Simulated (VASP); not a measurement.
Runs of VASP 6.6.1 on MoS2. The structure is that of space group P6_3/mmc (No. 194), or close to it. The cells are those of the table. 

| cell | gap on the mesh (eV) | pressure (GPa) | largest force (eV/Å) |
| --- | --- | --- | --- |
| a = 3.256, b = 3.256, c = 10.860 Å, angles 90.0, 90.0, 120.0°, 6 atoms | none | 15.4 | 3.53 |
| a = 3.217, b = 3.217, c = 11.127 Å, angles 90.0, 90.0, 120.0°, 6 atoms | none | 15.2 | 3.25 |
| a = 3.205, b = 3.205, c = 11.498 Å, angles 90.0, 90.0, 120.0°, 6 atoms | none | (a) | 2.33 |
| a = 3.178, b = 3.178, c = 11.400 Å, angles 90.0, 90.0, 120.0°, 6 atoms | none | 14.8 | 2.86 |
| a = 3.284, b = 3.284, c = 10.953 Å, angles 90.0, 90.0, 120.0°, 6 atoms | none | (b) | 3.00 |

Alike in all rows: task single point; level PBEsol; potentials or basis VASP PAW PBE potentials, release 64 (Mo_sv, S); no spin polarisation; k mesh 12 × 12 × 4; cutoff (eV) 520; smearing methfessel-paxton 0.2 eV.

Q: Estimate the missing entries.

A: (a) 9.7; (b) 10.3.

Caveats: the PAW data sets were made with another functional, which shifts forces and pressure a little; this functional lacks dispersion, which binds layers or chains, so the pressure and a relaxed spacing across them are unreliable (at least some runs); the stress differs along the axes, from 5 to 35 GPa (at least some runs); the stress differs along the axes, from 6 to 33 GPa (at least some runs); the stress differs along the axes, from 3 to 23 GPa (at least some runs); the stress differs along the axes, from 8 to 29 GPa (at least some runs); the stress differs along the axes, from 1 to 30 GPa (at least some runs).

A k mesh can miss the band edges, and the runs leave out spin-orbit coupling on Mo.

A gap of «none» marks levels without a gap at the run's occupations.
